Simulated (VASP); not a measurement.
SnO (Romarchite):

```xyz
4
Lattice="3.7926 0.0000 0.0000 0.0000 3.7926 0.0000 0.0000 0.0000 4.9828" Properties=species:S:1:pos:R:3 pbc="T T T"
Sn    1.8963    0.0000    1.1539
Sn    0.0000    1.8963    3.8289
O     0.0000    0.0000    0.0000
O     1.8963    1.8963    0.0000
```

This cell differs from its parent crystal: uniaxial z strain +4.7%.

Base run:

* Program: VASP 6.6.1
* Functional: r2SCAN
* Potentials or basis: VASP PAW PBE potentials, release 64 (Sn_d, O)
* Cutoff: 520 eV
* k mesh: 6 × 6 × 6
* Occupations: gaussian, width 0.01 eV
* Spin: no spin polarisation

Its results: band gap on the k mesh 0.35 eV, indirect (least direct gap 2.34 eV); pressure 0.9 GPa; largest force 0.128 eV/Å.

Question: The run is repeated on the same cell with these changes: functional from r2SCAN to PBE; occupations from gaussian, width 0.01 eV to fermi-dirac, width 0.02 eV. What comes out?

Answer: Band gap on the k mesh 0.21 eV, indirect (least direct gap 2.00 eV); pressure 4.6 GPa; largest force 0.584 eV/Å.

Caveats: spin-orbit coupling is left out, which moves the levels of the heavy elements; the PAW data sets were made with another functional, which shifts forces and pressure a little (some runs).

A k mesh can miss the band edges.
